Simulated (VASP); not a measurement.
**Sb2Se3: single point with PBE**

Crystal: Sb2Se3.

```xyz
20
Lattice="11.7700 0.0000 0.0000 0.0000 3.9620 0.0000 0.0000 0.0000 11.6200" Properties=species:S:1:pos:R:3 pbc="T T T"
Sb    0.3010    0.9905    3.8154
Sb   11.4690    2.9715    7.8046
Sb    5.5840    2.9715    9.6254
Sb    6.1860    0.9905    1.9946
Sb    1.7512    2.9715    0.4538
Sb   10.0188    0.9905   11.1662
Sb    4.1338    0.9905    6.2638
Sb    7.6362    2.9715    5.3562
Se    0.6518    0.9905   10.0971
Se   11.1182    2.9715    1.5229
Se    5.2332    2.9715    4.2871
Se    6.5368    0.9905    7.3329
Se    1.5172    2.9715    5.1999
Se   10.2528    0.9905    6.4201
Se    4.3678    0.9905   11.0099
Se    7.4022    2.9715    0.6101
Se    2.5324    0.9905    2.2746
Se    9.2376    2.9715    9.3454
Se    3.3526    2.9715    8.0846
Se    8.4174    0.9905    3.5354
```

```yaml
Program: VASP 6.6.1
Task: single point
Functional: PBE
Potentials_or_basis: VASP PAW PBE potentials, release 64 (Sb, Se)
Cutoff: 500 eV
k_mesh: 3 × 7 × 3
Occupations: fermi-dirac, width 0.02 eV
Spin: no spin polarisation
Dipole_correction: no
Further_INCAR_settings: ALGO = Normal; EDIFF = 1e-06; NBANDS = 72
```

```yaml
Pressure: 1.8 GPa
Largest_force: 0.038 eV/Å
Band_gap_on_the_k_mesh: 0.92 eV (least direct gap 1.00 eV)
```

Forces on the atoms (eV/Å):
```
Sb  -0.032  0.000 -0.022
Sb   0.032  0.000  0.022
Sb   0.032  0.000 -0.022
Sb  -0.032  0.000  0.022
Sb   0.009  0.000 -0.025
Sb  -0.009  0.000  0.025
Sb  -0.009  0.000 -0.025
Sb   0.009  0.000  0.025
Se   0.015  0.000 -0.007
Se  -0.015  0.000  0.007
Se  -0.015  0.000 -0.007
Se   0.015  0.000  0.007
Se   0.027  0.000  0.016
Se  -0.027  0.000 -0.016
Se  -0.027  0.000  0.016
Se   0.027  0.000 -0.016
Se   0.010  0.000  0.012
Se  -0.010  0.000 -0.012
Se  -0.010  0.000  0.012
Se   0.010  0.000 -0.012
```

Stress tensor (GPa, compression positive):
```
1.98 0.00 0.00
0.00 2.26 0.00
0.00 0.00 1.27
```

Levels at points of the mesh, in eV from the valence-band top:
| k point | band 53 | band 54 | band 55 | band 56 | band 57 | band 58 | band 59 | band 60 |
| --- | --- | --- | --- | --- | --- | --- | --- | --- |
| (0.00, 0.00, 0.00) | -0.34 | -0.19 | -0.13 | -0.07 | 1.03 | 1.20 | 1.32 | 1.49 |

Wall time 25 min on 1 thread of Intel Xeon 8259CL (shared host), peak memory 0.78 GiB.

Caveat: spin-orbit coupling is left out, which moves the levels of the heavy elements; an odd mesh through Γ misses points on the zone boundary, where band edges can lie.
